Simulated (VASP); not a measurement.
Write the native input for VASP 6.6.1 that does the following.

```yaml
Task: single point
Functional: PBE
Potentials_or_basis: VASP PAW PBE potentials, release 64 (Rb_sv, Ge_d, N)
Cutoff: 520 eV
k_mesh: 4 × 4 × 4
Occupations: gaussian, width 0.1 eV
Spin: no spin polarisation
Dipole_correction: no
Further_INCAR_settings: ALGO = Normal; EDIFF = 1e-07; NBANDS = 37
```

The structure of RbGeN lies in POSCAR:

```
RbGeN
1.0
    1.5091594673     -6.8160504143      0.0000000000
    1.5091594673      6.8160504143      0.0000000000
    0.0000000000      0.0000000000      5.7597371850
Rb Ge N
2 2 2
Direct
    0.3284188502      0.6715811498      0.2500000000
    0.6715811498      0.3284188502      0.7500000000
    0.4460288431      0.5539711569      0.7500000000
    0.5539711569      0.4460288431      0.2500000000
    0.0000000000      0.0000000000      0.5000000000
    0.0000000000      0.0000000000      0.0000000000
```

The cell was built from a structure type or drawn by symmetry, and may not be a known phase.

These files were run (other wordings do the same):

INCAR

```
SYSTEM = RbGeN
  ALGO = Normal
  EDIFF = 1E-7
  ENCUT = 520
  GGA = PE
  ISIF = 2
  ISMEAR = 0
  LASPH = .TRUE.
  LCHARG = .FALSE.
  LREAL = .FALSE.
  LWAVE = .FALSE.
  NBANDS = 37
  NELM = 60
  PREC = Accurate
  SIGMA = 0.1
```

KPOINTS

```
k-points
0
G
  4 4 4
  0 0 0
```

Potentials or basis: VASP PAW PBE potentials, release 64 (Rb_sv, Ge_d, N).

The run is started by

```sh
$ cat potpaw_PBE.64/Rb_sv/POTCAR potpaw_PBE.64/Ge_d/POTCAR potpaw_PBE.64/N/POTCAR > POTCAR
$ mpirun -np 1 vasp_std > vasp.out
```

Results of the run:

```json
{
  "Pressure": "0.2 GPa",
  "Largest force": "0.051 eV/Å",
  "Band gap on the k mesh": "zero (bands 28 and 29 overlap by 0.08 eV)"
}
```

Caveat: the k points lie up to 0.53 Å⁻¹ apart.

Run time: 100 s on 1 thread of Intel(R) Xeon(R) 6975P-C (Granite Rapids) (shared host), peak memory 0.4 GiB.
